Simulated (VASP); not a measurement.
# CaNb (R-3m) in VASP: a series of runs

The runs below take CaNb through single point, relaxation of cell and atoms, with PBE.

Everything below comes from runs of VASP 6.6.1. Logs are shortened: lines on timing, memory, paths and dates and some standing lists are left out, and cuts for length are marked.

## (1) The cell of the first run

The structure is trigonal, space group R-3m (No. 166). The conventional cell has a = 3.117 Å, b = 3.117 Å, c = 16.904 Å, α = 90.00°, β = 90.00°, γ = 120.00°. Within 4.1 Å of Ca (site symmetry -3m) lie 6 Ca at 3.12 Å and 6 Nb at 3.34 Å. Nb (site symmetry -3m) has 6 Nb at 3.12 Å and 6 Ca at 3.34 Å within 4.1 Å.

## (2) Single point, PBE

INCAR

```
SYSTEM = CaNb
ALGO = Fast
EDIFF = 1E-6
ENCUT = 520
GGA = PE
ISIF = 2
ISMEAR = 0
LASPH = .True.
LCHARG = .False.
LREAL = .False.
LWAVE = .False.
NBANDS = 18
NELM = 80
PREC = Accurate
SIGMA = 0.1
```

KPOINTS

```
k-points
0
Gamma
  6 6 6
  0 0 0
```

POSCAR

```
CaNb
1.0
    1.5584683677      0.8997821316      5.6345225851
   -1.5584683677      0.8997821316      5.6345225851
    0.0000000000     -1.7995642632      5.6345225851
Ca Nb
1 1
Direct
    0.0000000000      0.0000000000      0.0000000000
    0.5000000000      0.5000000000      0.5000000000
```

Potentials or basis: VASP PAW PBE potentials, release 64 (Ca_sv, Nb_sv).

Command:

```
cat potpaw_PBE.64/Ca_sv/POTCAR potpaw_PBE.64/Nb_sv/POTCAR > POTCAR
mpirun -np 1 vasp_std > vasp.out
```

OUTCAR:

```text
SYSTEM = CaNb
   EDIFF = 1E-6
   ENCUT = 520
   GGA = PE
   ISIF = 2
   ISMEAR = 0
   LASPH = .True.
   LREAL = .False.
   NELM = 80
   PREC = Accurate

 ion  position               nearest neighbor table
   1  0.000  0.000  0.000-
   2  0.500  0.500  0.500-

  LATTYP: Found a trigonal (rhomboedric) cell.
 ALAT       =     5.9149198050
 COS(alpha) =     0.8611556353

  Lattice vectors:

 A1 = (   1.5584683677,   0.8997821316,   5.6345225851)
 A2 = (  -1.5584683677,   0.8997821316,   5.6345225851)
 A3 = (   0.0000000000,  -1.7995642632,   5.6345225851)

Analysis of symmetry for initial positions (statically):
=====================================================================
 Subroutine PRICEL returns:
 Original cell was already a primitive cell.

 Routine SETGRP: Setting up the symmetry group for a
 trigonal (rhombohedral) supercell.

 Subroutine GETGRP returns: Found 12 space group operations
 (whereof 12 operations were pure point group operations)
 out of a pool of 12 trial point group operations.

The static configuration has the point symmetry D_3d.

Analysis of symmetry for dynamics (positions and initial velocities):
=====================================================================
 Subroutine PRICEL returns:
 Original cell was already a primitive cell.

 Routine SETGRP: Setting up the symmetry group for a
 trigonal (rhombohedral) supercell.

 Subroutine GETGRP returns: Found 12 space group operations
 (whereof 12 operations were pure point group operations)
 out of a pool of 12 trial point group operations.

The dynamic configuration has the point symmetry D_3d.

 Subroutine INISYM returns: Found 12 space group operations
 (whereof 12 operations are pure point group operations),
 and found     1 'primitive' translations

----------------------------------------------------------------------------------------

                                     Primitive cell

  volume of cell :      47.4071

  direct lattice vectors                    reciprocal lattice vectors
     1.558468368  0.899782132  5.634522585     0.320827814  0.185230025  0.059159109
    -1.558468368  0.899782132  5.634522585    -0.320827814  0.185230025  0.059159109
     0.000000000 -1.799564263  5.634522585     0.000000000 -0.370460050  0.059159109

  length of vectors
     5.914919805  5.914919805  5.914919805     0.375153900  0.375153900  0.375153900

  position of ions in fractional coordinates (direct lattice)
     0.000000000  0.000000000  0.000000000
     0.500000000  0.500000000  0.500000000

  ion indices of the primitive-cell ions
   primitive index   ion index
                 1           1
                 2           2

----------------------------------------------------------------------------------------

 KPOINTS: k-points

Automatic generation of k-mesh.
 Grid dimensions read from file:
 generate k-points for:    6    6    6

 Generating k-lattice:

  Cartesian coordinates                     Fractional coordinates (reciprocal lattice)
     0.053471302  0.030871671  0.009859851     0.166666667  0.000000000  0.000000000
    -0.053471302  0.030871671  0.009859851     0.000000000  0.166666667  0.000000000
     0.000000000 -0.061743342  0.009859851     0.000000000  0.000000000  0.166666667

  Length of vectors
     0.062525650  0.062525650  0.062525650

  Shift w.r.t. Gamma in fractional coordinates (k-lattice)
     0.000000000  0.000000000  0.000000000

 Subroutine IBZKPT returns following result:
 ===========================================

 Found     32 irreducible k-points:

 Following reciprocal coordinates:
            Coordinates               Weight
  0.000000  0.000000  0.000000      1.000000
  0.166667  0.000000  0.000000      6.000000
  0.333333  0.000000 -0.000000      6.000000
  0.500000  0.000000 -0.000000      3.000000
  0.166667  0.166667 -0.000000      6.000000
  0.333333  0.166667 -0.000000     12.000000
[... 16 lines left out ...]
  0.500000  0.500000  0.166667      6.000000
 -0.333333  0.500000  0.166667     12.000000
 [... further k-points ...]
   k-points           NKPTS =     32   k-points in BZ     NKDIM =     32   number of bands    NBANDS=     18
   number of dos      NEDOS =    301   number of ions     NIONS =      2
   total plane-waves  NPLWV = 110592
   dimension x,y,z NGX =    48 NGY =   48 NGZ =   48
   dimension x,y,z NGXF=    96 NGYF=   96 NGZF=   96
   ions per type =               1   1
   NGX,Y,Z   is equivalent  to a cutoff of  13.49, 13.49, 13.49 a.u.
   NGXF,Y,Z  is equivalent  to a cutoff of  26.98, 26.98, 26.98 a.u.
 SYSTEM =  CaNb
   PREC   = accura    normal or accurate (medium, high low for compatibility)
   ISTART =      0    job   : 0-new  1-cont  2-samecut
   ICHARG =      2    charge: 1-file 2-atom 10-const
   ISPIN  =      1    spin polarized calculation?
   LNONCOLLINEAR =      F non collinear calculations
   LSORBIT =      F    spin-orbit coupling
   LASPH  =      T    aspherical Exc in radial PAW
   ENCUT  =  520.0 eV  38.22 Ry    6.18 a.u.  11.00 11.00 11.00*2*pi/ulx,y,z
   NELM   =     80;   NELMIN=  2; NELMDL= -5     # of ELM steps
   EDIFF  = 0.1E-05   stopping-criterion for ELM
   LREAL  =      F    real-space projection
   EDIFFG = 0.1E-04   stopping-criterion for IOM
   NSW    =      0    number of steps for IOM
   IBRION =     -1    ionic relax: 0-MD 1-quasi-New 2-CG
   NFREE  =      0    steps in history (QN), initial steepest desc. (CG)
   ISIF   =      2    stress and relaxation
   ISYM   =      2    0-nonsym 1-usesym 2-fastsym
   POTIM  = 0.5000    time-step for ionic-motion
   TEBEG  =    0.0;   TEEND  =   0.0 temperature during run
   PSTRESS=    0.0 pullay stress
   NELECT =      23.0000    total number of electrons
   NUPDOWN=      -1.0000    fix difference up-down
   EMIN   =  10.00;   EMAX   =-10.00  energy-range for DOS
   EFERMI =   0.00;   METHOD = LEGACY
   ISMEAR =     0;   SIGMA  =   0.10  broadening in eV -4-tet -1-fermi 0-gaus
   EFERMI_NEDOS =   21; number of points for ismear=-14 and -15
   IALGO  =     68    algorithm
   IMIX   =      4    mixing-type and parameters
     AMIX     =   0.40;   BMIX     =  1.00
     AMIX_MAG =   1.60;   BMIX_MAG =  1.00
  volume/ion in A,a.u.               =      23.70       159.96
  Fermi-wavevector in a.u.,A,eV,Ry     =   1.286381  2.430907 22.514587  1.654775
  Thomas-Fermi vector in A             =   2.418459
   LORBIT       =      0    0 simple, 1 ext, 2 COOP (PROOUT), +10 PAW based schemes
   GGA     = PE    functional components
   LHFCALC =     F    Hartree Fock is set to
   AEXX    =    0.0000 exact exchange contribution
   IVDW    =     0    specifies the selected vdW correction
   LEPSILON=     F    determine dielectric tensor
   LRPA    =     F    only Hartree local field effects (RPA)
 non-spin polarized calculation
 RMM-DIIS sequential band-by-band and
 Gauss-broadening in eV      SIGMA  =   0.10
  energy-cutoff  :      520.00
  volume of cell :       47.41
 maximum number of plane-waves:      1288
 NGX is ok and might be reduce to    48
   NGX = 21   NGY = 21   NGZ = 21

 number of electron      23.0000001 magnetization

 Free energy of the ion-electron system (eV)
  ---------------------------------------------------
  ext. energy  EPLUGINS =         0.00000000
  ---------------------------------------------------
  free energy    TOTEN  =       -10.61397799 eV

  energy without entropy =      -10.59661029  energy(sigma->0) =      -10.60529414

 E-fermi :   6.3946     XC(G=0): -10.4275

 val. band max:        6.3697242304   @ k =   0.1667   0.0000   0.0000
 cond. band min:       6.4022703579   @ k =   0.5000   0.1667   0.0000
 fundamental gap:      0.0325461274
 Fermi energy:         6.3945955346

 k-point     1 :       0.0000    0.0000    0.0000
  band No.  band energies     occupation
      1     -48.5129      2.00000
      2     -34.4584      2.00000
      3     -24.6125      2.00000
      4     -24.1813      2.00000
      5     -24.1813      2.00000
      6     -15.3678      2.00000
[... 10 lines left out ...]
     17      10.1269      0.00000
     18      10.1269      0.00000

 k-point     2 :       0.1667    0.0000    0.0000
  band No.  band energies     occupation
      1     -48.4947      2.00000
      2     -34.4201      2.00000
      3     -24.5898      2.00000
      4     -24.3317      2.00000
      5     -24.2164      2.00000
      6     -15.3651      2.00000
[... 10 lines left out ...]
     17       9.5411      0.00000
     18      10.6501      0.00000

 k-point     3 :       0.3333    0.0000   -0.0000
  band No.  band energies     occupation
      1     -48.4580      2.00000
      2     -34.3425      2.00000
      3     -24.6236      2.00000
      4     -24.5442      2.00000
      5     -24.2857      2.00000
      6     -15.8252      2.00000
[... 10 lines left out ...]
     17      10.0063      0.00000
     18      11.4121      0.00000

 k-point     4 :       0.5000    0.0000   -0.0000
  band No.  band energies     occupation
      1     -48.4396      2.00000
      2     -34.3030      2.00000
      3     -24.7655      2.00000
      4     -24.5213      2.00000
      5     -24.3200      2.00000
      6     -16.0445      2.00000
[... 10 lines left out ...]
     17      10.9977      0.00000
     18      12.9083      0.00000

 k-point     5 :       0.1667    0.1667   -0.0000
  band No.  band energies     occupation
      1     -48.4947      2.00000
      2     -34.4202      2.00000
      3     -24.5896      2.00000
      4     -24.3318      2.00000
      5     -24.2164      2.00000
      6     -15.3650      2.00000
[... 10 lines left out ...]
     17       9.7692      0.00000
     18      10.5756      0.00000

 k-point     6 :       0.3333    0.1667   -0.0000
  band No.  band energies     occupation
      1     -48.4672      2.00000
      2     -34.3621      2.00000
      3     -24.5556      2.00000
      4     -24.5239      2.00000
      5     -24.2977      2.00000
      6     -15.6671      2.00000
[... 10 lines left out ...]
     17       9.4356      0.00000
     18      11.5758      0.00000

 k-point     7 :       0.5000    0.1667    0.0000
  band No.  band energies     occupation
      1     -48.4396      2.00000
      2     -34.3031      2.00000
      3     -24.6922      2.00000
      4     -24.5217      2.00000
      5     -24.3981      2.00000
      6     -15.9280      2.00000
[... 10 lines left out ...]
     17      10.5167      0.00000
     18      10.9614      0.00000

 k-point     8 :      -0.3333    0.1667    0.0000
  band No.  band energies     occupation
      1     -48.4396      2.00000
      2     -34.3031      2.00000
      3     -24.6921      2.00000
      4     -24.5219      2.00000
      5     -24.3981      2.00000
      6     -15.9285      2.00000
[... 10 lines left out ...]
     17      10.2467      0.00000
     18      11.2818      0.00000
[... 229 lines left out ...]
     17       9.9389      0.00000
     18      10.4571      0.00000

 k-point    20 :       0.5000    0.3333    0.1667
  band No.  band energies     occupation
      1     -48.4672      2.00000
      2     -34.3622      2.00000
      3     -24.5546      2.00000
      4     -24.5242      2.00000
      5     -24.2977      2.00000
      6     -15.6654      2.00000
[... 10 lines left out ...]
     17      10.0095      0.00000
     18      11.2988      0.00000

 k-point    21 :      -0.3333    0.3333    0.1667
  band No.  band energies     occupation
      1     -48.4396      2.00000
      2     -34.3031      2.00000
      3     -24.6927      2.00000
      4     -24.5218      2.00000
      5     -24.3980      2.00000
      6     -15.9259      2.00000
[... 10 lines left out ...]
     17      10.7726      0.00000
     18      11.2734      0.00000

 k-point    22 :      -0.1667    0.3333    0.1667
  band No.  band energies     occupation
      1     -48.4396      2.00000
      2     -34.3030      2.00000
      3     -24.6925      2.00000
      4     -24.5222      2.00000
      5     -24.3981      2.00000
      6     -15.9269      2.00000
[... 10 lines left out ...]
     17      10.3980      0.00000
     18      13.2371      0.00000

 k-point    23 :       0.5000    0.5000    0.1667
  band No.  band energies     occupation
      1     -48.4580      2.00000
      2     -34.3425      2.00000
      3     -24.6246      2.00000
      4     -24.5439      2.00000
      5     -24.2857      2.00000
      6     -15.8209      2.00000
[... 10 lines left out ...]
     17      11.0854      0.00000
     18      11.6128      0.00000

 k-point    24 :      -0.3333    0.5000    0.1667
  band No.  band energies     occupation
      1     -48.4396      2.00000
      2     -34.3031      2.00000
      3     -24.6931      2.00000
      4     -24.5222      2.00000
      5     -24.3980      2.00000
      6     -15.9243      2.00000
[... 10 lines left out ...]
     17      10.7670      0.00000
     18      12.0278      0.00000

 [... further k-points ...]

------------------------ aborting loop because EDIFF is reached ----------------------------------------

  FORCE on cell =-STRESS in cart. coord.  units (eV):
  Direction    XX          YY          ZZ          XY          YZ          ZX
  --------------------------------------------------------------------------------------
  -------------------------------------------------------------------------------------
  Total       -0.0026439     -0.0026439     -0.0016130      0.0000000     -0.0000000      0.0000000
  in kB       -0.0893537     -0.0893537     -0.0545144      0.0000000     -0.0000000      0.0000000
  external PRESSURE =      -0.0777406 kB  Pullay stress =       0.0000000 kB

 VOLUME and BASIS-vectors are now :
 -----------------------------------------------------------------------------
  energy-cutoff  :      520.00
  volume of cell :       47.41
      direct lattice vectors                 reciprocal lattice vectors
     1.558468368  0.899782132  5.634522585     0.320827814  0.185230025  0.059159109
    -1.558468368  0.899782132  5.634522585    -0.320827814  0.185230025  0.059159109
     0.000000000 -1.799564263  5.634522585     0.000000000 -0.370460050  0.059159109

 POSITION                                       TOTAL-FORCE (eV/Angst)
 -----------------------------------------------------------------------------------
      0.00000      0.00000      0.00000         0.000000     -0.000000      0.000000
      0.00000      0.00000      8.45178        -0.000000      0.000000      0.000000
 -----------------------------------------------------------------------------------
    total drift:                                0.000000      0.000000     -0.000000

  FREE ENERGIE OF THE ION-ELECTRON SYSTEM (eV)
  ---------------------------------------------------
  free  energy   TOTEN  =       -10.6139779919 eV

  energy  without entropy=      -10.5966102947  energy(sigma->0) =      -10.60529414
```

It took 1.9 min on 1 thread of Intel Xeon 6975P-C (Granite Rapids), shared host; peak memory 0.33 GiB.

What came out:

```yaml
Free_energy: -10.6140 eV
Pressure: 0.0 GPa
Band_gap_on_the_k_mesh: zero (an odd number of electrons rules out a gap without spin polarisation)
```

Caveat: the k points lie up to 0.39 Å⁻¹ apart, too coarse for converged energies and pressures of a metal.

## (3) Relaxation of cell and atoms, PBE

This run uses another cell than the first one, of 21.38 Å³/atom.

INCAR

```
PREC = Accurate
ENCUT = 600
EDIFF = 1E-6
ISMEAR = 0
SIGMA = 0.1
LREAL = F
LASPH = T
NELM = 60
ALGO = Normal
ISIF = 3
LWAVE = F
LCHARG = F
GGA = PE
IBRION = 2
NSW = 90
EDIFFG = -0.04
```

KPOINTS

```
regular mesh
0
Gamma
  6 6 6
```

POSCAR

```
CaNb
1.0
    1.5706506394      0.9068155695      5.0028131478
   -1.5706506394      0.9068155695      5.0028131478
    0.0000000000     -1.8136311389      5.0028131478
Ca Nb
1 1
Direct
    0.0000000000      0.0000000000      0.0000000000
    0.5000000000      0.5000000000      0.5000000000
```

Potentials or basis: VASP PAW PBE potentials, release 64 (Ca_sv, Nb_sv).

Command:

```
cat potpaw_PBE.64/Ca_sv/POTCAR potpaw_PBE.64/Nb_sv/POTCAR > POTCAR
mpirun -np 1 vasp_std > vasp.out
```

It took 3.1 min on 1 thread of Intel Xeon 6975P-C (Granite Rapids), shared host; peak memory 0.36 GiB.

Results (log left out):

- Free energy: -10.6120 eV
- Relaxed volume: 23.78 Å³/atom
- Relaxed cell: a = 5.921 Å, b = 5.921 Å, c = 5.921 Å, α = 30.55°, β = 30.55°, γ = 30.55°
- Space group after relaxing (to 0.1 Å): R-3m (No. 166)
- Energy gained by relaxing: 147.7 meV/atom
- Ionic steps: 6
- Pressure after relaxing: -0.2 GPa
- Band gap on the k mesh: zero (an odd number of electrons rules out a gap without spin polarisation)

Stress tensor (GPa, compression positive):
```
-0.12  0.00  0.00
 0.00 -0.12  0.00
 0.00  0.00 -0.23
```

The path:
```tsv
step	energy change (eV)	largest force (eV/Å)	pressure (GPa)	volume (Å³)
1	0.0000	0.0000	8.27	42.75
2	-0.2632	0.0000	-2.70	49.80
3	-0.2667	0.0000	-1.78	49.00
4	-0.2950	0.0000	-0.32	47.67
5	-0.2953	0.0000	-0.15	47.52
6	-0.2953	0.0000	-0.16	47.55
```

Final structure:
```
Ca Nb
1.0
     1.56006    0.90070    5.64051
    -1.56006    0.90070    5.64051
     0.00000   -1.80141    5.64051
Ca Nb
1 1
Direct
  0.00000 0.00000 0.00000
  0.50000 0.50000 0.50000
```

Levels at points of the mesh, in eV from the Fermi level:
| k point | band 7 | band 8 | band 9 | band 10 | band 11 | band 12 | band 13 | band 14 | band 15 |
| --- | --- | --- | --- | --- | --- | --- | --- | --- | --- |
| (0.00, 0.00, 0.00) | -21.53 | -21.53 | -5.18 | -2.50 | 0.27 | 0.50 | 0.50 | 1.09 | 2.13 |
| (0.50, 0.00, 0.00) | -21.73 | -21.62 | -2.40 | -1.49 | -0.58 | 0.04 | 0.23 | 1.69 | 1.87 |
| (0.50, 0.50, 0.00) | -21.73 | -21.61 | -2.61 | -2.23 | -1.22 | 1.13 | 1.21 | 1.37 | 2.87 |
| (0.50, 0.50, 0.50) | -21.53 | -21.53 | -4.24 | -3.23 | -0.87 | 0.54 | 0.54 | 1.39 | 2.46 |

Caveat: the k points lie up to 0.39 Å⁻¹ apart in the final cell, too coarse for converged energies and pressures of a metal.

The gap in the log of VASP goes by the Fermi energy; the results here count the filled bands.